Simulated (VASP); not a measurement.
# GaN (I-4m2) in VASP: a series of runs

The runs below take GaN through single point, with PBE.

Program: VASP 6.6.1. These are calculated values, not measurements. Logs are shortened: lines on timing, memory, paths and dates and some standing lists are left out, and cuts for length are marked.

### 1 The cell of the first run

The structure is tetragonal, space group I-4m2 (No. 119). The conventional cell has a = 3.072 Å, b = 3.072 Å, c = 4.749 Å, α = 90.00°, β = 90.00°, γ = 90.00°. Ga (site symmetry -4m2) has 4 N at 1.94 Å within 2.6 Å. Within 2.6 Å of N (site symmetry -4m2) lie 4 Ga at 1.94 Å.

### 2 Single point, PBE (biaxial strain in the a-b plane: -4.5 %, then relaxed in part)

INCAR reads:

```
ALGO = Normal
EDIFF = 1E-6
ENCUT = 520
GGA = PE
ISIF = 2
ISMEAR = 0
LASPH = True
LCHARG = True
LELF = True
LREAL = False
LVHAR = True
LWAVE = False
NBANDS = 26
NELM = 60
PREC = Accurate
SIGMA = 0.02
```

KPOINTS reads:

```
k-points
0
Gamma
  8 8 6
```

POSCAR reads:

```
GaN
1.0
    2.1718977618      2.1718977618      0.0000000000
   -2.1718977618      2.1718977618      0.0000000000
    0.0000000000      0.0000000000      4.7493876890
Ga N
2 2
Direct
    0.0000000000      0.0000000000      0.0000000000
    0.5000000000      0.5000000000      0.5000000000
    0.5000000000      0.0000000000      0.2500000000
    0.0000000000      0.5000000000      0.7500000000
```

Potentials or basis: VASP PAW PBE potentials, release 64 (Ga_d, N).

Run with:

```bash
cat potpaw_PBE.64/Ga_d/POTCAR potpaw_PBE.64/N/POTCAR > POTCAR
mpirun -np 1 vasp_std > vasp.out
```

OUTCAR:

```text
EDIFF = 1E-6
   ENCUT = 520
   GGA = PE
   ISIF = 2
   ISMEAR = 0
   LASPH = True
   LREAL = False
   NELM = 60
   PREC = Accurate

 ion  position               nearest neighbor table
   1  0.000  0.000  0.000-   3 1.94   4 1.94   4 1.94   3 1.94
   2  0.500  0.500  0.500-   3 1.94   4 1.94   3 1.94   4 1.94
   3  0.500  0.000  0.250-   1 1.94   2 1.94   2 1.94   1 1.94
   4  0.000  0.500  0.750-   1 1.94   2 1.94   1 1.94   2 1.94

  LATTYP: Found a simple tetragonal cell.
 ALAT       =     3.0715272708
 C/A-ratio  =     1.5462625822

  Lattice vectors:

 A1 = (   2.1718977618,   2.1718977618,   0.0000000000)
 A2 = (  -2.1718977618,   2.1718977618,   0.0000000000)
 A3 = (   0.0000000000,   0.0000000000,   4.7493876890)

Analysis of symmetry for initial positions (statically):
=====================================================================
 Subroutine PRICEL returns following result:

  LATTYP: Found a body centered tetragonal cell.
 ALAT       =     3.0715272708
 C/A-ratio  =     1.5462625822

  Lattice vectors:

 A1 = (   2.1718977618,   0.0000000000,  -2.3746938445)
 A2 = (  -2.1718977618,   0.0000000000,  -2.3746938445)
 A3 = (   0.0000000000,   2.1718977618,   2.3746938445)

   2 primitive cells build up your supercell.

 Routine SETGRP: Setting up the symmetry group for a
 simple tetragonal supercell.

 Subroutine GETGRP returns: Found  8 space group operations
 (whereof  8 operations were pure point group operations)
 out of a pool of 16 trial point group operations.

The static configuration has the point symmetry D_2d.

Analysis of symmetry for dynamics (positions and initial velocities):
=====================================================================
 Subroutine PRICEL returns following result:

  LATTYP: Found a body centered tetragonal cell.
 ALAT       =     3.0715272708
 C/A-ratio  =     1.5462625822

  Lattice vectors:

 A1 = (   2.1718977618,   0.0000000000,  -2.3746938445)
 A2 = (  -2.1718977618,   0.0000000000,  -2.3746938445)
 A3 = (   0.0000000000,   2.1718977618,   2.3746938445)

   2 primitive cells build up your supercell.

 Routine SETGRP: Setting up the symmetry group for a
 simple tetragonal supercell.

 Subroutine GETGRP returns: Found  8 space group operations
 (whereof  8 operations were pure point group operations)
 out of a pool of 16 trial point group operations.

The dynamic configuration has the point symmetry D_2d.

 Subroutine INISYM returns: Found  8 space group operations
 (whereof  8 operations are pure point group operations),
 and found     2 'primitive' translations

----------------------------------------------------------------------------------------

                                     Primitive cell

  volume of cell :      22.4035

  direct lattice vectors                    reciprocal lattice vectors
     2.171897762  0.000000000 -2.374693844     0.230213415  0.230213415 -0.210553458
    -2.171897762  0.000000000 -2.374693844    -0.230213415  0.230213415 -0.210553458
     0.000000000  2.171897762  2.374693844     0.000000000  0.460426829  0.000000000

  length of vectors
     3.218122239  3.218122239  3.218122239     0.387723086  0.387723086  0.460426829

  position of ions in fractional coordinates (direct lattice)
     0.000000000  0.000000000  0.000000000
     0.250000000  0.750000000  0.500000000

  ion indices of the primitive-cell ions
   primitive index   ion index
                 1           1
                 2           3

----------------------------------------------------------------------------------------

 KPOINTS: k-points

Automatic generation of k-mesh.
 Grid dimensions read from file:
 generate k-points for:    8    8    6

 Generating k-lattice:

  Cartesian coordinates                     Fractional coordinates (reciprocal lattice)
     0.028776677  0.028776677  0.000000000     0.125000000  0.000000000  0.000000000
    -0.028776677  0.028776677  0.000000000     0.000000000  0.125000000  0.000000000
     0.000000000  0.000000000  0.035092243     0.000000000  0.000000000  0.166666667

  Length of vectors
     0.040696367  0.040696367  0.035092243

  Shift w.r.t. Gamma in fractional coordinates (k-lattice)
     0.000000000  0.000000000  0.000000000

 Subroutine IBZKPT returns following result:
 ===========================================

 Found     60 irreducible k-points:

 Following reciprocal coordinates:
            Coordinates               Weight
  0.000000  0.000000  0.000000      1.000000
  0.125000  0.000000  0.000000      4.000000
  0.250000  0.000000  0.000000      4.000000
  0.375000  0.000000  0.000000      4.000000
  0.500000  0.000000  0.000000      2.000000
  0.125000  0.125000  0.000000      4.000000
[... 16 lines left out ...]
  0.375000  0.125000  0.166667     16.000000
  0.500000  0.125000  0.166667      8.000000
 [... further k-points ...]
   k-points           NKPTS =     60   k-points in BZ     NKDIM =     60   number of bands    NBANDS=     26
   number of dos      NEDOS =    301   number of ions     NIONS =      4
   total plane-waves  NPLWV =  20736
   dimension x,y,z NGX =    24 NGY =   24 NGZ =   36
   dimension x,y,z NGXF=    48 NGYF=   48 NGZF=   72
   ions per type =               2   2
   NGX,Y,Z   is equivalent  to a cutoff of  12.99, 12.99, 12.60 a.u.
   NGXF,Y,Z  is equivalent  to a cutoff of  25.98, 25.98, 25.20 a.u.
 SYSTEM =  unknown system
   PREC   = accura    normal or accurate (medium, high low for compatibility)
   ISTART =      0    job   : 0-new  1-cont  2-samecut
   ICHARG =      2    charge: 1-file 2-atom 10-const
   ISPIN  =      1    spin polarized calculation?
   LNONCOLLINEAR =      F non collinear calculations
   LSORBIT =      F    spin-orbit coupling
   LASPH  =      T    aspherical Exc in radial PAW
   ENCUT  =  520.0 eV  38.22 Ry    6.18 a.u.   5.71  5.71  8.83*2*pi/ulx,y,z
   NELM   =     60;   NELMIN=  2; NELMDL= -5     # of ELM steps
   EDIFF  = 0.1E-05   stopping-criterion for ELM
   LREAL  =      F    real-space projection
   EDIFFG = 0.1E-04   stopping-criterion for IOM
   NSW    =      0    number of steps for IOM
   IBRION =     -1    ionic relax: 0-MD 1-quasi-New 2-CG
   NFREE  =      0    steps in history (QN), initial steepest desc. (CG)
   ISIF   =      2    stress and relaxation
   ISYM   =      2    0-nonsym 1-usesym 2-fastsym
   POTIM  = 0.5000    time-step for ionic-motion
   TEBEG  =    0.0;   TEEND  =   0.0 temperature during run
   PSTRESS=    0.0 pullay stress
   NELECT =      36.0000    total number of electrons
   NUPDOWN=      -1.0000    fix difference up-down
   EMIN   =  10.00;   EMAX   =-10.00  energy-range for DOS
   EFERMI =   0.00;   METHOD = LEGACY
   ISMEAR =     0;   SIGMA  =   0.02  broadening in eV -4-tet -1-fermi 0-gaus
   EFERMI_NEDOS =   21; number of points for ismear=-14 and -15
   IALGO  =     38    algorithm
   IMIX   =      4    mixing-type and parameters
     AMIX     =   0.40;   BMIX     =  1.00
     AMIX_MAG =   1.60;   BMIX_MAG =  1.00
  volume/ion in A,a.u.               =      11.20        75.59
  Fermi-wavevector in a.u.,A,eV,Ry     =   1.521926  2.876023 31.514614  2.316259
  Thomas-Fermi vector in A             =   2.630575
   LORBIT       =      0    0 simple, 1 ext, 2 COOP (PROOUT), +10 PAW based schemes
   GGA     = PE    functional components
   LHFCALC =     F    Hartree Fock is set to
   AEXX    =    0.0000 exact exchange contribution
   IVDW    =     0    specifies the selected vdW correction
   LEPSILON=     F    determine dielectric tensor
   LRPA    =     F    only Hartree local field effects (RPA)
 non-spin polarized calculation
 Gauss-broadening in eV      SIGMA  =   0.02
  energy-cutoff  :      520.00
  volume of cell :       44.81
 maximum number of plane-waves:      1224
 NGX is ok and might be reduce to    24
   NGX = 11   NGY = 11   NGZ = 17

 number of electron      36.0000004 magnetization

 Free energy of the ion-electron system (eV)
  ---------------------------------------------------
  ext. energy  EPLUGINS =         0.00000000
  ---------------------------------------------------
  free energy    TOTEN  =       -24.13972960 eV

  energy without entropy =      -24.13972960  energy(sigma->0) =      -24.13972960

 E-fermi :   5.8439     XC(G=0): -11.7907

 val. band max:        5.6810303357   @ k =   0.0000   0.0000   0.0000
 cond. band min:       7.3482112700   @ k =   0.0000   0.0000   0.0000
 fundamental gap:      1.6671809343
 Fermi energy:         5.8438741059

 k-point     1 :       0.0000    0.0000    0.0000
  band No.  band energies     occupation
      1     -10.5851      2.00000
      2      -9.4382      2.00000
      3      -8.0295      2.00000
      4      -7.9213      2.00000
      5      -7.9213      2.00000
      6      -7.8358      2.00000
[... 18 lines left out ...]
     25      16.5808      0.00000
     26      20.0018      0.00000

 k-point     2 :       0.1250    0.0000    0.0000
  band No.  band energies     occupation
      1     -10.4585      2.00000
      2      -9.4378      2.00000
      3      -8.0053      2.00000
      4      -7.9091      2.00000
      5      -7.8923      2.00000
      6      -7.8237      2.00000
[... 18 lines left out ...]
     25      16.5111      0.00000
     26      19.6889      0.00000

 k-point     3 :       0.2500    0.0000    0.0000
  band No.  band energies     occupation
      1     -10.1389      2.00000
      2      -9.4460      2.00000
      3      -7.9548      2.00000
      4      -7.8756      2.00000
      5      -7.8338      2.00000
      6      -7.7726      2.00000
[... 18 lines left out ...]
     25      16.6213      0.00000
     26      18.9342      0.00000

 k-point     4 :       0.3750    0.0000    0.0000
  band No.  band energies     occupation
      1      -9.7966      2.00000
      2      -9.4825      2.00000
      3      -7.9130      2.00000
      4      -7.8679      2.00000
      5      -7.8291      2.00000
      6      -7.7257      2.00000
[... 18 lines left out ...]
     25      17.1632      0.00000
     26      18.1485      0.00000
[... 496 lines left out ...]
      1      -9.9873      2.00000
      2      -9.4645      2.00000
      3      -7.9192      2.00000
      4      -7.8552      2.00000
      5      -7.8243      2.00000
      6      -7.7443      2.00000
[... 18 lines left out ...]
     25      17.2058      0.00000
     26      17.9409      0.00000

 k-point    23 :       0.3750    0.1250    0.1667
  band No.  band energies     occupation
      1      -9.7146      2.00000
      2      -9.4828      2.00000
      3      -7.8838      2.00000
      4      -7.8554      2.00000
      5      -7.8227      2.00000
      6      -7.7598      2.00000
[... 18 lines left out ...]
     25      17.1907      0.00000
     26      17.8804      0.00000

 k-point    24 :       0.5000    0.1250    0.1667
  band No.  band energies     occupation
      1      -9.5517      2.00000
      2      -9.5517      2.00000
      3      -7.8675      2.00000
      4      -7.8675      2.00000
      5      -7.7919      2.00000
      6      -7.7919      2.00000
[... 18 lines left out ...]
     25      17.5594      0.00000
     26      17.5594      0.00000

 [... further k-points ...]
[... 5 lines left out ...]
  --------------------------------------------------------------------------------------
  -------------------------------------------------------------------------------------
  Total        3.7104425      3.7104425      0.0135504      0.0000000      0.0000000      0.0000000
  in kB      132.6752497    132.6752497      0.4845240      0.0000000      0.0000000      0.0000000
  external PRESSURE =      88.6116745 kB  Pullay stress =       0.0000000 kB

 VOLUME and BASIS-vectors are now :
 -----------------------------------------------------------------------------
  energy-cutoff  :      520.00
  volume of cell :       44.81
      direct lattice vectors                 reciprocal lattice vectors
     2.171897762  2.171897762  0.000000000     0.230213415  0.230213415  0.000000000
    -2.171897762  2.171897762  0.000000000    -0.230213415  0.230213415  0.000000000
     0.000000000  0.000000000  4.749387689     0.000000000  0.000000000  0.210553458

 POSITION                                       TOTAL-FORCE (eV/Angst)
 -----------------------------------------------------------------------------------
      0.00000      0.00000      0.00000         0.000000      0.000000     -0.000000
      0.00000      2.17190      2.37469        -0.000000     -0.000000      0.000000
      1.08595      1.08595      1.18735        -0.000000     -0.000000     -0.000000
     -1.08595      1.08595      3.56204        -0.000000     -0.000000     -0.000000
 -----------------------------------------------------------------------------------
    total drift:                               -0.000000      0.000000     -0.000000

  FREE ENERGIE OF THE ION-ELECTRON SYSTEM (eV)
  ---------------------------------------------------
  free  energy   TOTEN  =       -24.1397296033 eV

  energy  without entropy=      -24.1397296033  energy(sigma->0) =      -24.13972960
```

Run time: 56 s. Hardware: 1 thread of AMD EPYC 7R43 (Zen 3), shared host; peak memory 0.16 GiB.

Results:

| Quantity | Value |
| --- | --- |
| Free energy | -24.1397 eV |
| Pressure | 8.9 GPa |
| Band gap on the k mesh | 1.67 eV |

Caveat: the cell differs from its parent crystal (biaxial strain in the a-b plane: -4.5 %, then relaxed in part).

### 3 Single point, PBE

INCAR reads:

```
SYSTEM = GaN
ALGO = Normal
EDIFF = 1E-7
ENCUT = 520
GGA = PE
ISIF = 2
ISMEAR = 0
LASPH = .True.
LCHARG = .True.
LELF = .True.
LREAL = .False.
LVHAR = .True.
LWAVE = .False.
NBANDS = 26
NELM = 60
PREC = Accurate
SIGMA = 0.02
```

KPOINTS reads:

```
k-points
0
Gamma
  8 8 6
  0 0 0
```

POSCAR is that of step 2.

Potentials or basis: VASP PAW PBE potentials, release 64 (Ga_d, N).

Run with:

```bash
cat potpaw_PBE.64/Ga_d/POTCAR potpaw_PBE.64/N/POTCAR > POTCAR
mpirun -np 1 vasp_std > vasp.out
```

OUTCAR:

```text
SYSTEM = GaN
   EDIFF = 1E-7
   ENCUT = 520
   GGA = PE
   ISIF = 2
   ISMEAR = 0
   LASPH = .True.
   LREAL = .False.
   NELM = 60
   PREC = Accurate

 ion  position               nearest neighbor table
   1  0.000  0.000  0.000-   3 1.94   4 1.94   4 1.94   3 1.94
   2  0.500  0.500  0.500-   3 1.94   4 1.94   3 1.94   4 1.94
   3  0.500  0.000  0.250-   1 1.94   2 1.94   2 1.94   1 1.94
   4  0.000  0.500  0.750-   1 1.94   2 1.94   1 1.94   2 1.94

  LATTYP: Found a simple tetragonal cell.
[... 906 lines left out ...]
     25      17.5594      0.00000
     26      17.5594      0.00000

 [... further k-points ...]
[... 5 lines left out ...]
  --------------------------------------------------------------------------------------
  -------------------------------------------------------------------------------------
  Total        3.6935973      3.6935973     -0.0031818      0.0000000      0.0000000     -0.0000000
  in kB      132.0729127    132.0729127     -0.1137738      0.0000000      0.0000000     -0.0000000
  external PRESSURE =      88.0106838 kB  Pullay stress =       0.0000000 kB

 VOLUME and BASIS-vectors are now :
 -----------------------------------------------------------------------------
  energy-cutoff  :      520.00
  volume of cell :       44.81
      direct lattice vectors                 reciprocal lattice vectors
     2.171897762  2.171897762  0.000000000     0.230213415  0.230213415  0.000000000
    -2.171897762  2.171897762  0.000000000    -0.230213415  0.230213415  0.000000000
     0.000000000  0.000000000  4.749387689     0.000000000  0.000000000  0.210553458

 POSITION                                       TOTAL-FORCE (eV/Angst)
 -----------------------------------------------------------------------------------
      0.00000      0.00000      0.00000        -0.000000     -0.000000      0.000000
      0.00000      2.17190      2.37469        -0.000000      0.000000     -0.000000
      1.08595      1.08595      1.18735         0.000000      0.000000      0.000000
     -1.08595      1.08595      3.56204         0.000000      0.000000      0.000000
 -----------------------------------------------------------------------------------
    total drift:                               -0.000000      0.000000     -0.000000

  FREE ENERGIE OF THE ION-ELECTRON SYSTEM (eV)
  ---------------------------------------------------
  free  energy   TOTEN  =       -24.1397296856 eV

  energy  without entropy=      -24.1397296856  energy(sigma->0) =      -24.13972969
```

OSZICAR:

```text
N       E                     dE             d eps       ncg     rms          rms(c)
DAV:   1     0.261765536633E+03    0.26177E+03   -0.17902E+04  3632   0.255E+03
DAV:   2     0.505536006688E+01   -0.25671E+03   -0.24167E+03  3384   0.470E+02
DAV:   3    -0.271627308954E+02   -0.32218E+02   -0.31794E+02  3630   0.137E+02
DAV:   4    -0.281909836860E+02   -0.10283E+01   -0.10244E+01  3840   0.263E+01
DAV:   5    -0.282120738156E+02   -0.21090E-01   -0.21047E-01  3694   0.358E+00    0.110E+01
DAV:   6    -0.240574747161E+02    0.41546E+01   -0.97033E+00  5182   0.497E+01    0.303E+00
DAV:   7    -0.241589457793E+02   -0.10147E+00   -0.14540E+00  3314   0.903E+00    0.273E+00
DAV:   8    -0.241514878694E+02    0.74579E-02   -0.13414E-01  4980   0.492E+00    0.701E-01
DAV:   9    -0.241392537579E+02    0.12234E-01   -0.42176E-02  4942   0.358E+00    0.317E-01
DAV:  10    -0.241397564589E+02   -0.50270E-03   -0.38613E-03  3326   0.414E-01    0.517E-02
DAV:  11    -0.241397296120E+02    0.26847E-04   -0.29409E-04  4840   0.325E-01    0.304E-02
DAV:  12    -0.241397282111E+02    0.14010E-05   -0.35367E-05  4208   0.607E-02    0.534E-03
DAV:  13    -0.241397295485E+02   -0.13374E-05   -0.80587E-06  4774   0.313E-02    0.918E-03
DAV:  14    -0.241397296222E+02   -0.73679E-07   -0.13163E-06  3260   0.934E-03    0.463E-03
DAV:  15    -0.241397296856E+02   -0.63397E-07   -0.15937E-07  2580   0.319E-03
   1 F= -.24139730E+02 E0= -.24139730E+02  d E =-.984473E-33
```

Run time: 60 s. Hardware: 1 thread of AMD EPYC 7R43 (Zen 3), shared host; peak memory 0.16 GiB.

Results:

* Free energy: -24.1397 eV
* Pressure: 8.8 GPa
* Band gap on the k mesh: 1.67 eV
